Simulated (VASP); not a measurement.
Write the native input for VASP 6.6.1 that does the following.

```
Task                   : single point
Functional             : PBEsol
Potentials or basis    : VASP PAW PBE potentials, release 64 (Al, Cu_sv_GW)
Cutoff                 : 700 eV
k mesh                 : 10 × 10 × 10
Occupations            : methfessel-paxton, width 0.1 eV
Spin                   : no spin polarisation
Dipole correction      : no
Second run             : valence_matched
Further INCAR settings : ALGO = Normal; EDIFF = 1e-06; NBANDS = 18
```

The structure of AlCu lies in POSCAR:

```
AlCu
1.0
    3.0369544314      0.0000000000      0.0000000000
    0.0000000000      3.0369544314      0.0000000000
    0.0000000000      0.0000000000      3.0369544314
Al Cu
1 1
Direct
    0.0000000000      0.0000000000      0.0000000000
    0.5000000000      0.5000000000      0.5000000000
```

One way to write it, as run:

INCAR

```
PREC     = Accurate       # precision mode
ENCUT    = 700            # plane-wave cutoff, eV
EDIFF    = 1E-6           # SCF threshold, eV
ISMEAR   = 1              # smearing method
SIGMA    = 0.1            # smearing width, eV
LREAL    = False          # projectors in reciprocal space
LASPH    = True           # aspherical terms in the spheres
NELM     = 120            # most SCF steps
ALGO     = Normal         # electronic algorithm
ISIF     = 2              # what is computed and relaxed
LWAVE    = False          # write WAVECAR
LCHARG   = False          # write CHGCAR
GGA      = PS             # functional
NBANDS   = 18             # bands
GGA_COMPAT= False
```

KPOINTS

```
Automatic mesh
0
Gamma
  10 10 10
```

Potentials or basis: VASP PAW PBE potentials, release 64 (Al, Cu_sv_GW).

Command:

```bash
$ cat potpaw_PBE.64/Al/POTCAR potpaw_PBE.64/Cu_sv_GW/POTCAR > POTCAR
$ mpirun -np 1 vasp_std > vasp.out
```

Results of the run:

| Item | Value |
| --- | --- |
| Pressure | -9.9 GPa |
| Band gap on the k mesh | zero (band 11 reaches 12.20 eV, above the bottom of band 12 at 7.64 eV) |

Caveat: the PAW data sets were made with another functional, which shifts forces and pressure a little.

Wall time 38 s on 1 thread of Intel(R) Xeon(R) Platinum 8375C CPU @ 2.90GHz (Ice Lake), with other jobs on the host, peak memory 0.21 GiB.
